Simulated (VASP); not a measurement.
Here is a VASP 6.6.1 calculation.

File INCAR:

```
SYSTEM = BaAlAgC6N6
PREC     = Accurate       ! precision mode
ENCUT    = 600            ! plane-wave cutoff, eV
EDIFF    = 1E-6           ! SCF threshold, eV
ISMEAR   = 0              ! smearing method
SIGMA    = 0.1            ! smearing width, eV
LREAL    = Auto         
LASPH    = .True.         ! aspherical terms in the spheres
NELM     = 80             ! most SCF steps
ALGO     = Normal         ! electronic algorithm
ISIF     = 3              ! what is computed and relaxed
LWAVE    = .False.        ! write WAVECAR
LCHARG   = .False.        ! write CHGCAR
GGA      = PE             ! functional
IBRION   = 2              ! ionic algorithm
NSW      = 90             ! ionic steps
EDIFFG   = -0.04          ! ionic threshold
```

The input KPOINTS:

```
regular mesh
0
Gamma
  4 4 4
  0 0 0
```

POSCAR

```
BaAlAgC6N6
1.0
    0.0000000000      5.1650000000      5.1650000000
    5.1650000000      0.0000000000      5.1650000000
    5.1650000000      5.1650000000      0.0000000000
Ba Al Ag C N
1 1 1 6 6
Direct
    0.7500000000      0.7500000000      0.7500000000
    0.0000000000      0.0000000000      0.0000000000
    0.5000000000      0.5000000000      0.5000000000
    0.8184898400      0.1815101600      0.1815101600
    0.1815101600      0.1815101600      0.8184898400
    0.8184898400      0.1815101600      0.8184898400
    0.1815101600      0.8184898400      0.8184898400
    0.8184898400      0.8184898400      0.1815101600
    0.1815101600      0.8184898400      0.1815101600
    0.7052274900      0.2947725100      0.2947725100
    0.2947725100      0.2947725100      0.7052274900
    0.7052274900      0.2947725100      0.7052274900
    0.2947725100      0.7052274900      0.7052274900
    0.7052274900      0.7052274900      0.2947725100
    0.2947725100      0.7052274900      0.2947725100
```

Potentials or basis: VASP PAW PBE potentials, release 64 (Ba_sv, Al, Ag, C, N).

Run with:

```console
$ cat potpaw_PBE.64/Ba_sv/POTCAR potpaw_PBE.64/Al/POTCAR potpaw_PBE.64/Ag/POTCAR potpaw_PBE.64/C/POTCAR potpaw_PBE.64/N/POTCAR > POTCAR
$ mpirun -np 1 vasp_std > vasp.out
```

What does it give for the relaxed cell?

a = 8.010 Å, b = 8.010 Å, c = 8.010 Å, α = 60.00°, β = 60.00°, γ = 60.00°.

Predict the space group after relaxing (to 0.1 Å).

F-43m (No. 216).

Forces in eV/Å, atoms in the order of the input:
```
Ba   0.000  0.000  0.000
Al   0.000  0.000  0.000
Ag   0.000  0.000  0.000
C    0.014  0.000  0.000
C    0.000  0.000  0.014
C    0.000 -0.014  0.000
C   -0.014  0.000  0.000
C    0.000  0.000 -0.014
C    0.000  0.014  0.000
N    0.040  0.000  0.000
N    0.000  0.000  0.040
N    0.000 -0.040  0.000
N   -0.040  0.000  0.000
N    0.000  0.000 -0.040
N    0.000  0.040  0.000
```
